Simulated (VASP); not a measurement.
# Ir in VASP: a series of runs

Ir is run at these levels: LDA; tasks: single point.

Everything below comes from runs of VASP 6.6.1. Logs are shortened: lines on timing, memory, paths and dates and some standing lists are left out, and cuts for length are marked.

## 1. The cell of the first run

The structure is cubic, space group Fm-3m (No. 225). The conventional cell has a = 3.877 Å, b = 3.877 Å, c = 3.877 Å, α = 90.00°, β = 90.00°, γ = 90.00°. Within 3.6 Å of Ir (site symmetry m-3m) lie 12 Ir at 2.74 Å.

## 2. Single point, LDA (14.57 Å³/atom)

Contents of INCAR:

```
SYSTEM = Ir
  PREC = Accurate
  ENCUT = 560
  EDIFF = 1E-6
  ISMEAR = 0
  SIGMA = 0.15
  LREAL = .FALSE.
  LASPH = .TRUE.
  NELM = 120
  ALGO = Normal
  ISIF = 2
  LWAVE = .FALSE.
  LCHARG = .TRUE.
  GGA = CA
  LELF = .TRUE.
  LVHAR = .TRUE.
  NBANDS = 14
  GGA_COMPAT = .FALSE.
```

Contents of KPOINTS:

```
regular mesh
0
G
  22 22 22
  0 0 0
```

Contents of POSCAR:

```
Ir
1.0
    0.0000000000      1.9386808618      1.9386808618
    1.9386808618      0.0000000000      1.9386808618
    1.9386808618      1.9386808618      0.0000000000
Ir
1
Direct
    0.0000000000      0.0000000000      0.0000000000
```

Potentials or basis: VASP PAW LDA potentials, release 64 (Ir_sv_GW).

The run is started by

```console
> cat potpaw_LDA.64/Ir_sv_GW/POTCAR > POTCAR
> mpirun -np 1 vasp_std > vasp.out
```

OUTCAR:

```text
SYSTEM = Ir
   PREC = Accurate
   ENCUT = 560
   EDIFF = 1E-6
   ISMEAR = 0
   LREAL = .FALSE.
   LASPH = .TRUE.
   NELM = 120
   ISIF = 2
   GGA = CA

 ion  position               nearest neighbor table
   1  0.000  0.000  0.000-

  LATTYP: Found a face centered cubic cell.
 ALAT       =     3.8773617236

  Lattice vectors:

 A1 = (   0.0000000000,   1.9386808618,   1.9386808618)
 A2 = (   1.9386808618,   0.0000000000,   1.9386808618)
 A3 = (   1.9386808618,   1.9386808618,   0.0000000000)

Analysis of symmetry for initial positions (statically):
=====================================================================
 Subroutine PRICEL returns:
 Original cell was already a primitive cell.

 Routine SETGRP: Setting up the symmetry group for a
 face centered cubic supercell.

 Subroutine GETGRP returns: Found 48 space group operations
 (whereof 48 operations were pure point group operations)
 out of a pool of 48 trial point group operations.

The static configuration has the point symmetry O_h .

Analysis of symmetry for dynamics (positions and initial velocities):
=====================================================================
 Subroutine PRICEL returns:
 Original cell was already a primitive cell.

 Routine SETGRP: Setting up the symmetry group for a
 face centered cubic supercell.

 Subroutine GETGRP returns: Found 48 space group operations
 (whereof 48 operations were pure point group operations)
 out of a pool of 48 trial point group operations.

The dynamic configuration has the point symmetry O_h .

 Subroutine INISYM returns: Found 48 space group operations
 (whereof 48 operations are pure point group operations),
 and found     1 'primitive' translations

----------------------------------------------------------------------------------------

                                     Primitive cell

  volume of cell :      14.5730

  direct lattice vectors                    reciprocal lattice vectors
     0.000000000  1.938680862  1.938680862    -0.257907328  0.257907328  0.257907328
     1.938680862  0.000000000  1.938680862     0.257907328 -0.257907328  0.257907328
     1.938680862  1.938680862  0.000000000     0.257907328  0.257907328 -0.257907328

  length of vectors
     2.741708768  2.741708768  2.741708768     0.446708595  0.446708595  0.446708595

  position of ions in fractional coordinates (direct lattice)
     0.000000000  0.000000000  0.000000000

  ion indices of the primitive-cell ions
[... 82 lines left out ...]
   POTIM  = 0.5000    time-step for ionic-motion
   TEBEG  =    0.0;   TEEND  =   0.0 temperature during run
   PSTRESS=    0.0 pullay stress
   NELECT =      17.0000    total number of electrons
   NUPDOWN=      -1.0000    fix difference up-down
   EMIN   =  10.00;   EMAX   =-10.00  energy-range for DOS
   EFERMI =   0.00;   METHOD = LEGACY
   ISMEAR =     0;   SIGMA  =   0.15  broadening in eV -4-tet -1-fermi 0-gaus
   EFERMI_NEDOS =   21; number of points for ismear=-14 and -15
   IALGO  =     38    algorithm
   IMIX   =      4    mixing-type and parameters
     AMIX     =   0.40;   BMIX     =  1.00
     AMIX_MAG =   1.60;   BMIX_MAG =  1.00
  volume/ion in A,a.u.               =      14.57        98.34
  Fermi-wavevector in a.u.,A,eV,Ry     =   1.723355  3.256669 40.408669  2.969953
  Thomas-Fermi vector in A             =   2.799248
   LORBIT       =      0    0 simple, 1 ext, 2 COOP (PROOUT), +10 PAW based schemes
   GGA     = CA    functional components
   LHFCALC =     F    Hartree Fock is set to
   AEXX    =    0.0000 exact exchange contribution
   IVDW    =     0    specifies the selected vdW correction
   LEPSILON=     F    determine dielectric tensor
   LRPA    =     F    only Hartree local field effects (RPA)
 non-spin polarized calculation
 Gauss-broadening in eV      SIGMA  =   0.15
  energy-cutoff  :      560.00
  volume of cell :       14.57
 maximum number of plane-waves:       450
 NGX is ok and might be reduce to    24
   NGX = 11   NGY = 11   NGZ = 11

 number of electron      17.0000000 magnetization

 Free energy of the ion-electron system (eV)
  ---------------------------------------------------
  ext. energy  EPLUGINS =         0.00000000
  ---------------------------------------------------
  free energy    TOTEN  =       -10.86971354 eV

  energy without entropy =      -10.85683243  energy(sigma->0) =      -10.86327298

 E-fermi :  12.0553     XC(G=0): -14.5960

 val. band max:       12.0482336681   @ k =  -0.1818   0.1364   0.0455
 cond. band min:      12.0638651706   @ k =   0.4091   0.1818   0.0455
 fundamental gap:      0.0156315025
 Fermi energy:        12.0553022056

 k-point     1 :       0.0000    0.0000    0.0000
  band No.  band energies     occupation
      1     -80.3728      2.00000
      2     -37.0643      2.00000
      3     -37.0643      2.00000
      4     -37.0643      2.00000
      5       1.3041      2.00000
      6       8.3469      2.00000
      7       8.3469      2.00000
      8       8.3469      2.00000
      9      10.9451      2.00000
     10      10.9451      2.00000
     11      25.8174      0.00000
     12      31.1231      0.00000
     13      31.1231      0.00000
     14      31.1231      0.00000
[... 377 lines left out ...]
      1     -80.3162      2.00000
      2     -37.7727      2.00000
      3     -37.1791      2.00000
      4     -37.1675      2.00000
      5       4.3614      2.00000
      6       8.2122      2.00000
      7       8.3321      2.00000
      8      10.9171      2.00000
      9      12.8113      0.00000
     10      13.3845      0.00000
     11      19.2401      0.00000
     12      25.6696      0.00000
     13      30.7634      0.00000
     14      31.1733      0.00000

 [... further k-points ...]

------------------------ aborting loop because EDIFF is reached ----------------------------------------

  FORCE on cell =-STRESS in cart. coord.  units (eV):
  Direction    XX          YY          ZZ          XY          YZ          ZX
  --------------------------------------------------------------------------------------
  -------------------------------------------------------------------------------------
  Total       -1.7052914     -1.7052914     -1.7052914     -0.0000000      0.0000000     -0.0000000
  in kB     -187.4822761   -187.4822761   -187.4822761     -0.0000000      0.0000000     -0.0000000
  external PRESSURE =    -187.4822761 kB  Pullay stress =       0.0000000 kB

 VOLUME and BASIS-vectors are now :
 -----------------------------------------------------------------------------
  energy-cutoff  :      560.00
  volume of cell :       14.57
      direct lattice vectors                 reciprocal lattice vectors
     0.000000000  1.938680862  1.938680862    -0.257907328  0.257907328  0.257907328
     1.938680862  0.000000000  1.938680862     0.257907328 -0.257907328  0.257907328
     1.938680862  1.938680862  0.000000000     0.257907328  0.257907328 -0.257907328

 POSITION                                       TOTAL-FORCE (eV/Angst)
 -----------------------------------------------------------------------------------
      0.00000      0.00000      0.00000         0.000000      0.000000      0.000000
 -----------------------------------------------------------------------------------
    total drift:                               -0.000000     -0.000000      0.000000

  FREE ENERGIE OF THE ION-ELECTRON SYSTEM (eV)
  ---------------------------------------------------
  free  energy   TOTEN  =       -10.8697135416 eV

  energy  without entropy=      -10.8568324255  energy(sigma->0) =      -10.86327298
```

Wall time 33 s (1 thread of AMD EPYC 9R45 (Zen 5), shared host); peak memory 0.16 GiB.

Results:

| Item | Value |
| --- | --- |
| Free energy | -10.8697 eV |
| Pressure | -18.7 GPa |
| Band gap on the k mesh | zero (an odd number of electrons rules out a gap without spin polarisation) |

Caveat: the cell stands under tension; spin-orbit coupling is left out, which moves the levels of the heavy elements.

## 3. Single point, LDA (13.47 Å³/atom)

This run uses another cell than the first one, of 13.47 Å³/atom.

Contents of INCAR:

```
PREC = Accurate ; ENCUT = 560
EDIFF = 1E-6 ; ISMEAR = 0
SIGMA = 0.15 ; LREAL = F
LASPH = T ; NELM = 120
ALGO = Normal ; ISIF = 2
LWAVE = F ; LCHARG = F
NBANDS = 14 ; GGA_COMPAT = F
```

Contents of KPOINTS:

```
regular mesh
0
Gamma
  22 22 22
```

Contents of POSCAR:

```
Ir
1.0
    0.0000000000      1.8402976836      1.9880735875
    1.8402976836      0.0000000000      1.9880735875
    1.8402976836      1.8402976836      0.0000000000
Ir
1
Direct
    0.0000000000      0.0000000000      0.0000000000
```

Potentials or basis: VASP PAW LDA potentials, release 64 (Ir_sv_GW).

The run is started by

```console
> cat potpaw_LDA.64/Ir_sv_GW/POTCAR > POTCAR
> mpirun -np 1 vasp_std > vasp.out
```

OUTCAR:

```text
PREC = Accurate
   ENCUT = 560
   EDIFF = 1E-6
   ISMEAR = 0
   LREAL = F
   LASPH = T
   NELM = 120
   ISIF = 2

 ion  position               nearest neighbor table
   1  0.000  0.000  0.000-

  LATTYP: Found a body centered tetragonal cell.
 ALAT       =     2.6025739430
 C/A-ratio  =     1.5277749114

  Lattice vectors:

 A1 = (  -1.8402976836,   0.0000000000,   1.9880735875)
 A2 = (   1.8402976836,   0.0000000000,   1.9880735875)
 A3 = (   0.0000000000,   1.8402976836,  -1.9880735875)

Analysis of symmetry for initial positions (statically):
=====================================================================
 Subroutine PRICEL returns:
 Original cell was already a primitive cell.

 Routine SETGRP: Setting up the symmetry group for a
 body centered tetragonal supercell.

 Subroutine GETGRP returns: Found 16 space group operations
 (whereof 16 operations were pure point group operations)
 out of a pool of 16 trial point group operations.

The static configuration has the point symmetry D_4h.

Analysis of symmetry for dynamics (positions and initial velocities):
=====================================================================
 Subroutine PRICEL returns:
 Original cell was already a primitive cell.

 Routine SETGRP: Setting up the symmetry group for a
 body centered tetragonal supercell.

 Subroutine GETGRP returns: Found 16 space group operations
 (whereof 16 operations were pure point group operations)
 out of a pool of 16 trial point group operations.

The dynamic configuration has the point symmetry D_4h.

 Subroutine INISYM returns: Found 16 space group operations
 (whereof 16 operations are pure point group operations),
 and found     1 'primitive' translations

----------------------------------------------------------------------------------------

                                     Primitive cell

  volume of cell :      13.4660

  direct lattice vectors                    reciprocal lattice vectors
     0.000000000  1.840297684  1.988073587    -0.271695174  0.271695174  0.251499745
     1.840297684  0.000000000  1.988073587     0.271695174 -0.271695174  0.251499745
[... 114 lines left out ...]
 non-spin polarized calculation
 Gauss-broadening in eV      SIGMA  =   0.15
  energy-cutoff  :      560.00
  volume of cell :       13.47
 maximum number of plane-waves:       415
 NGX is ok and might be reduce to    24
   NGX = 11   NGY = 11   NGZ =  9

 number of electron      17.0000000 magnetization

 Free energy of the ion-electron system (eV)
  ---------------------------------------------------
  ext. energy  EPLUGINS =         0.00000000
  ---------------------------------------------------
  free energy    TOTEN  =       -10.81764704 eV

  energy without entropy =      -10.80685159  energy(sigma->0) =      -10.81224931

 E-fermi :  13.6054     XC(G=0): -15.0993

 val. band max:       13.6050885316   @ k =   0.3182   0.0909   0.1818
 cond. band min:      13.6093397898   @ k =   0.3636   0.1818   0.0000
 fundamental gap:      0.0042512582
 Fermi energy:        13.6053692291

 k-point     1 :       0.0000    0.0000    0.0000
  band No.  band energies     occupation
      1     -79.0332      2.00000
      2     -35.6912      2.00000
      3     -35.6152      2.00000
      4     -35.6152      2.00000
      5       2.0334      2.00000
      6       8.7219      2.00000
      7       9.8595      2.00000
      8       9.8595      2.00000
      9      11.5714      2.00000
     10      13.0956      2.00000
     11      27.2389      0.00000
     12      31.2933      0.00000
     13      33.7632      0.00000
     14      33.7632      0.00000
[... 377 lines left out ...]
      1     -78.9482      2.00000
      2     -36.5920      2.00000
      3     -35.8651      2.00000
      4     -35.6960      2.00000
      5       5.1040      2.00000
      6       8.7577      2.00000
      7       9.9725      2.00000
      8      12.3168      2.00000
      9      14.2530      0.00000
     10      15.3729      0.00000
     11      21.6475      0.00000
     12      26.9097      0.00000
     13      32.5268      0.00000
     14      33.9513      0.00000

 [... further k-points ...]

------------------------ aborting loop because EDIFF is reached ----------------------------------------

  FORCE on cell =-STRESS in cart. coord.  units (eV):
  Direction    XX          YY          ZZ          XY          YZ          ZX
  --------------------------------------------------------------------------------------
  -------------------------------------------------------------------------------------
  Total        2.0604713      2.0604713     -0.7731136      0.0000000     -0.0000000     -0.0000000
  in kB      245.1537453    245.1537453    -91.9846321      0.0000000     -0.0000000     -0.0000000
  external PRESSURE =     132.7742861 kB  Pullay stress =       0.0000000 kB

 VOLUME and BASIS-vectors are now :
 -----------------------------------------------------------------------------
  energy-cutoff  :      560.00
  volume of cell :       13.47
      direct lattice vectors                 reciprocal lattice vectors
     0.000000000  1.840297684  1.988073587    -0.271695174  0.271695174  0.251499745
     1.840297684  0.000000000  1.988073587     0.271695174 -0.271695174  0.251499745
     1.840297684  1.840297684  0.000000000     0.271695174  0.271695174 -0.251499745

 POSITION                                       TOTAL-FORCE (eV/Angst)
 -----------------------------------------------------------------------------------
      0.00000      0.00000      0.00000         0.000000      0.000000      0.000000
 -----------------------------------------------------------------------------------
    total drift:                                0.000000      0.000000     -0.000000

  FREE ENERGIE OF THE ION-ELECTRON SYSTEM (eV)
  ---------------------------------------------------
  free  energy   TOTEN  =       -10.8176470358 eV

  energy  without entropy=      -10.8068515940  energy(sigma->0) =      -10.81224931
```

stdout:

```text
POSCAR found type information on POSCAR Ir
 POSCAR found :  1 types and       1 ions
 scaLAPACK will be used
 LDA part: xc-table for (Slater(with rela. corr.)+CA(PZ))
 , standard interpolation
 POSCAR, INCAR and KPOINTS ok, starting setup
 FFT: planning ... GRIDC
 FFT: planning ... GRID_SOFT
 FFT: planning ... GRID
 WAVECAR not read
 entering main loop
```

Wall time 61 s (1 thread of Intel Xeon Platinum 8559C (Emerald Rapids), shared host); peak memory 0.28 GiB.

What came out:

```
Free energy            : -10.8176 eV
Pressure               : 13.3 GPa
Band gap on the k mesh : zero (an odd number of electrons rules out a gap without spin polarisation)
```

Levels at points of the mesh, in eV from the Fermi level:
```csv
k point,band 6,band 7,band 8,band 9,band 10,band 11
"(0.00, 0.00, 0.00)",-4.88,-3.75,-3.75,-2.03,-0.51,13.63
"(0.50, 0.00, 0.00)",-4.82,-3.70,-0.75,0.76,1.30,7.93
"(0.50, 0.50, 0.00)",-7.83,0.73,1.15,1.59,1.59,9.85
"(0.50, 0.00, 0.50)",-7.84,0.88,1.07,2.28,2.38,10.85
```

Caveat: the stress differs along the axes, from -9 to 25 GPa; spin-orbit coupling is left out, which moves the levels of the heavy elements.

## 4. Single point, LDA (14.94 Å³/atom)

This run uses another cell than the first one, of 14.94 Å³/atom.

Contents of INCAR:

```
ALGO = Normal
EDIFF = 1E-6
ENCUT = 560
GGA = CA
GGA_COMPAT = False
ISIF = 2
ISMEAR = 0
LASPH = True
LCHARG = False
LREAL = False
LWAVE = False
NBANDS = 14
NELM = 120
PREC = Accurate
SIGMA = 0.15
```

Contents of KPOINTS:

```
k-points
0
Gamma
  22 22 22
```

Contents of POSCAR:

```
Ir
1.0
    0.0000000000      1.9549076471      1.9549076471
    1.9549076471      0.0000000000      1.9549076471
    1.9549076471      1.9549076471      0.0000000000
Ir
1
Direct
    0.0000000000      0.0000000000      0.0000000000
```

The run is started by

```console
> cat potpaw_LDA.64/Ir_sv_GW/POTCAR > POTCAR
> mpirun -np 1 vasp_std > vasp.out
```

Run time: 23 s. Hardware: 1 thread of Intel Xeon 6975P-C (Granite Rapids), shared host; peak memory 0.19 GiB.

Results (log left out):

* Free energy: -10.8219 eV
* Pressure: -26.0 GPa
* Band gap on the k mesh: zero (an odd number of electrons rules out a gap without spin polarisation)

Levels at points of the mesh, in eV from the Fermi level:
```tsv
k point	band 6	band 7	band 8	band 9	band 10	band 11
(0.00, 0.00, 0.00)	-3.57	-3.57	-3.57	-1.07	-1.07	13.83
(0.50, 0.00, 0.00)	-3.64	-3.64	-0.54	0.84	0.84	6.76
(0.50, 0.50, 0.00)	-6.75	0.83	1.36	1.36	1.77	9.83
```

Caveat: the cell stands under tension; spin-orbit coupling is left out, which moves the levels of the heavy elements.

## 5. Summary

```csv
cell,gap on the mesh (eV),pressure (GPa)
"a = 2.742 Å, angles 60.0°, 1 atom",none,-18.7
"a = 2.709, b = 2.709, c = 2.603 Å, angles 61.3, 61.3, 57.4°, 1 atom",none,13.3
"a = 2.765 Å, angles 60.0°, 1 atom",none,-26.0
```

Alike in all rows: task single point; level LDA; potentials or basis VASP PAW LDA potentials, release 64 (Ir_sv_GW); no spin polarisation; k mesh 22 × 22 × 22; cutoff (eV) 560; smearing gaussian 0.15 eV.

Caveats: spin-orbit coupling is left out, which moves the levels of the heavy elements; the cell stands under tension (at least some runs); the stress differs along the axes, from -9 to 25 GPa (at least some runs).

Absolute energies hang on the potentials; compare differences alone.
